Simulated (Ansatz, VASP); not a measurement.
## HgTe: VASP beside Ansatz

```
Hg Te
1.0
     0.00000    3.39165    3.39165
     3.39165    0.00000    3.39165
     3.39165    3.39165    0.00000
Hg Te
1 1
Direct
  0.00000 0.00000 0.00000
  0.25000 0.25000 0.25000
```

Alike in both runs: task single point; functional PBE; k mesh 12 × 12 × 12; occupations gaussian, width 0.1 eV; no spin polarisation.

|  | VASP | Ansatz |
| --- | --- | --- |
| version | VASP 6.6.1 | Ansatz 0.2.0 |
| potentials or method | VASP PAW PBE potentials, release 64 (Hg, Te), cutoff 520 eV | scalar-relativistic, plane waves, PAW |
| valence electrons in the cell | 18 | 36 |

```tsv
	VASP	Ansatz	Ansatz less VASP
gap on the k mesh at the Fermi level (eV)	none	none	-
pressure (GPa)	-1.7	-1.7	-0.03
```

A gap of «none» marks a metal or a gap that the smearing closes. VASP's potentials hold 18 valence electrons a cell and Ansatz's 36, so a difference there can come from the potentials and not from the codes.

Spin-orbit coupling is off throughout.
